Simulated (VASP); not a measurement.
# WSe2 in VASP: further runs, part 2 of 2

VASP 6.6.1.

**6. Single point, PBEsol (strain along c alone, the other axes held: +2.0 %, then relaxed in part)**

INCAR

```
SYSTEM = WSe2
PREC = Accurate
ENCUT = 520
EDIFF = 1E-7
ISMEAR = 0
SIGMA = 0.02
LREAL = .FALSE.
LASPH = .TRUE.
NELM = 100
ALGO = Normal
ISIF = 2
LWAVE = .FALSE.
LCHARG = .FALSE.
GGA = PS
NBANDS = 20
```

KPOINTS

```
Automatic mesh
0
G
  12 12 2
  0 0 0
```

POSCAR

```
WSe2
1.0
    3.2702526708      0.0000000000      0.0000000000
   -1.6351263354      2.8321218897      0.0000000000
    0.0000000000      0.0000000000     16.9944412198
W Se
1 2
Direct
    0.0000000000      0.0000000000      0.0000000000
    0.3333333333      0.6666666667      0.0984267340
    0.3333333333      0.6666666667      0.9015732660
```

Potentials or basis: VASP PAW PBE potentials, release 64 (W_sv, Se).

Run with:

```
> cat potpaw_PBE.64/W_sv/POTCAR potpaw_PBE.64/Se/POTCAR > POTCAR
> mpirun -np 1 vasp_std > vasp.out
```

OUTCAR:

```text
SYSTEM = WSe2
   PREC = Accurate
   ENCUT = 520
   EDIFF = 1E-7
   ISMEAR = 0
   LREAL = .FALSE.
   LASPH = .TRUE.
   NELM = 100
   ISIF = 2
   GGA = PS

 ion  position               nearest neighbor table
   1  0.000  0.000  0.000-   2 2.52   3 2.52   2 2.52   3 2.52   2 2.52   3 2.52
   2  0.333  0.667  0.098-   1 2.52   1 2.52   1 2.52
   3  0.333  0.667  0.902-   1 2.52   1 2.52   1 2.52

  LATTYP: Found a hexagonal cell.
 ALAT       =     3.2702526708
 C/A-ratio  =     5.1966752819

  Lattice vectors:

 A1 = (   3.2702526708,   0.0000000000,   0.0000000000)
 A2 = (  -1.6351263354,   2.8321218897,   0.0000000000)
 A3 = (   0.0000000000,   0.0000000000,  16.9944412198)

Analysis of symmetry for initial positions (statically):
=====================================================================
 Subroutine PRICEL returns:
 Original cell was already a primitive cell.

 Routine SETGRP: Setting up the symmetry group for a
 hexagonal supercell.

 Subroutine GETGRP returns: Found 12 space group operations
 (whereof 12 operations were pure point group operations)
 out of a pool of 24 trial point group operations.

The static configuration has the point symmetry D_3h.

Analysis of symmetry for dynamics (positions and initial velocities):
=====================================================================
 Subroutine PRICEL returns:
 Original cell was already a primitive cell.

 Routine SETGRP: Setting up the symmetry group for a
 hexagonal supercell.

 Subroutine GETGRP returns: Found 12 space group operations
 (whereof 12 operations were pure point group operations)
 out of a pool of 24 trial point group operations.

The dynamic configuration has the point symmetry D_3h.

 Subroutine INISYM returns: Found 12 space group operations
 (whereof 12 operations are pure point group operations),
 and found     1 'primitive' translations
[... 105 lines left out ...]
   POTIM  = 0.5000    time-step for ionic-motion
   TEBEG  =    0.0;   TEEND  =   0.0 temperature during run
   PSTRESS=    0.0 pullay stress
   NELECT =      26.0000    total number of electrons
   NUPDOWN=      -1.0000    fix difference up-down
   EMIN   =  10.00;   EMAX   =-10.00  energy-range for DOS
   EFERMI =   0.00;   METHOD = LEGACY
   ISMEAR =     0;   SIGMA  =   0.02  broadening in eV -4-tet -1-fermi 0-gaus
   EFERMI_NEDOS =   21; number of points for ismear=-14 and -15
   IALGO  =     38    algorithm
   IMIX   =      4    mixing-type and parameters
     AMIX     =   0.40;   BMIX     =  1.00
     AMIX_MAG =   1.60;   BMIX_MAG =  1.00
  volume/ion in A,a.u.               =      52.47       354.06
  Fermi-wavevector in a.u.,A,eV,Ry     =   0.898254  1.697454 10.978004  0.806861
  Thomas-Fermi vector in A             =   2.020940
   LORBIT       =      0    0 simple, 1 ext, 2 COOP (PROOUT), +10 PAW based schemes
   GGA     = PS    functional components
   LHFCALC =     F    Hartree Fock is set to
   AEXX    =    0.0000 exact exchange contribution
   IVDW    =     0    specifies the selected vdW correction
   LEPSILON=     F    determine dielectric tensor
   LRPA    =     F    only Hartree local field effects (RPA)
 non-spin polarized calculation
 Gauss-broadening in eV      SIGMA  =   0.02
  energy-cutoff  :      520.00
  volume of cell :      157.40
 maximum number of plane-waves:      4302
   NGX = 13   NGY = 13   NGZ = 63

 number of electron      25.9999997 magnetization

 Free energy of the ion-electron system (eV)
  ---------------------------------------------------
  ext. energy  EPLUGINS =         0.00000000
  ---------------------------------------------------
  free energy    TOTEN  =       -23.23496571 eV

  energy without entropy =      -23.23496571  energy(sigma->0) =      -23.23496571

 E-fermi :  -0.7108     XC(G=0):  -4.7520

 val. band max:       -0.9045465805   @ k =   0.3333   0.3333   0.5000
 cond. band min:       0.7840054093   @ k =   0.1667   0.1667   0.0000
 fundamental gap:      1.6885519898
 Fermi energy:        -0.7107636274

 k-point     1 :       0.0000    0.0000    0.0000
  band No.  band energies     occupation
      1     -74.8487      2.00000
      2     -39.1147      2.00000
      3     -38.9640      2.00000
      4     -38.9640      2.00000
      5     -15.8058      2.00000
      6     -14.5044      2.00000
[... 541 lines left out ...]
     19       5.7283      0.00000
     20       5.8236      0.00000

 [... further k-points ...]
[... 5 lines left out ...]
  --------------------------------------------------------------------------------------
  -------------------------------------------------------------------------------------
  Total        0.1389064      0.1389064      0.1952008      0.0000000      0.0000000      0.0000000
  in kB        1.4139460      1.4139460      1.9869736      0.0000000      0.0000000      0.0000000
  external PRESSURE =       1.6049552 kB  Pullay stress =       0.0000000 kB

 VOLUME and BASIS-vectors are now :
 -----------------------------------------------------------------------------
  energy-cutoff  :      520.00
  volume of cell :      157.40
      direct lattice vectors                 reciprocal lattice vectors
     3.270252671  0.000000000  0.000000000     0.305786770  0.176546074  0.000000000
    -1.635126335  2.832121890  0.000000000     0.000000000  0.353092147  0.000000000
     0.000000000  0.000000000 16.994441220     0.000000000  0.000000000  0.058842770

 POSITION                                       TOTAL-FORCE (eV/Angst)
 -----------------------------------------------------------------------------------
      0.00000      0.00000      0.00000         0.000000     -0.000000      0.000000
     -0.00000      1.88808      1.67271        -0.000000      0.000000      0.061445
     -0.00000      1.88808     15.32173         0.000000      0.000000     -0.061445
 -----------------------------------------------------------------------------------
    total drift:                                0.000000     -0.000000     -0.000000

  FREE ENERGIE OF THE ION-ELECTRON SYSTEM (eV)
  ---------------------------------------------------
  free  energy   TOTEN  =       -23.2349657106 eV

  energy  without entropy=      -23.2349657106  energy(sigma->0) =      -23.23496571
```

OSZICAR:

```text
N       E                     dE             d eps       ncg     rms          rms(c)
DAV:   1     0.166989754805E+03    0.16699E+03   -0.12031E+04  1824   0.110E+03
DAV:   2    -0.111849047063E+02   -0.17817E+03   -0.17208E+03  1968   0.258E+02
DAV:   3    -0.240180422471E+02   -0.12833E+02   -0.12732E+02  2096   0.635E+01
[... 14 lines left out ...]
DAV:  18    -0.232349573499E+02   -0.17807E-04   -0.82544E-07  1732   0.221E-03    0.182E-03
DAV:  19    -0.232349639880E+02   -0.66380E-05   -0.36972E-07  1444   0.144E-03    0.745E-04
DAV:  20    -0.232349653861E+02   -0.13982E-05   -0.44375E-08  1556   0.527E-04    0.279E-04
DAV:  21    -0.232349656910E+02   -0.30492E-06   -0.92206E-09  1316   0.268E-04    0.819E-05
DAV:  22    -0.232349657106E+02   -0.19520E-07   -0.32823E-10  1164   0.805E-05
   1 F= -.23234966E+02 E0= -.23234966E+02  d E =-.264712E-44
```

stdout:

```text
POSCAR found type information on POSCAR W Se
 POSCAR found :  2 types and       3 ions
 scaLAPACK will be used
 -----------------------------------------------------------------------------
|                                                                             |
|                                                                             |
|     You enforced a specific xc type in the INCAR file but a different       |
|     I HOPE YOU KNOW WHAT YOU ARE DOING!                                     |
|                                                                             |
 -----------------------------------------------------------------------------

 LDA part: xc-table for (Slater+PW92), standard interpolation
 POSCAR, INCAR and KPOINTS ok, starting setup
 FFT: planning ... GRIDC
 FFT: planning ... GRID_SOFT
 FFT: planning ... GRID
 WAVECAR not read
 entering main loop
```

Wall time 62 s (1 thread of Intel Xeon 6975P-C (Granite Rapids), shared host); peak memory 0.31 GiB.

What came out:

* Free energy: -23.2350 eV
* Largest force: 0.061 eV/Å
* Band gap on the k mesh: 1.69 eV

Forces on the atoms (eV/Å):
```
W    0.000  0.000  0.000
Se   0.000  0.000  0.061
Se   0.000  0.000 -0.061
```

Caveat: the cell differs from its parent crystal (strain along c alone, the other axes held: +2.0 %, then relaxed in part); the PAW data sets were made with another functional, which shifts forces and pressure a little; spin-orbit coupling is left out, which moves the levels of the heavy elements.

**7. Summary**

```tsv
cell	gap on the mesh (eV)	largest force (eV/Å)
a = 3.270, b = 3.270, c = 16.994 Å, angles 90.0, 90.0, 120.0°, 3 atoms, atomic positions A	1.69	0.06
a = 3.270, b = 3.270, c = 15.662 Å, angles 90.0, 90.0, 120.0°, 3 atoms, atomic positions B	1.69	0.06
a = 3.270, b = 3.270, c = 15.995 Å, angles 90.0, 90.0, 120.0°, 3 atoms, atomic positions C	1.69	0.06
a = 3.270, b = 3.270, c = 16.328 Å, angles 90.0, 90.0, 120.0°, 3 atoms, atomic positions D	1.69	0.06
```

Alike in all rows: task single point; level PBEsol; potentials or basis VASP PAW PBE potentials, release 64 (W_sv, Se); no spin polarisation; k mesh 12 × 12 × 2; cutoff (eV) 520; smearing gaussian 0.02 eV.

Caveats: the PAW data sets were made with another functional, which shifts forces and pressure a little; spin-orbit coupling is left out, which moves the levels of the heavy elements.

Total energies depend on the potentials used, so only differences within one code and one set of settings carry meaning.
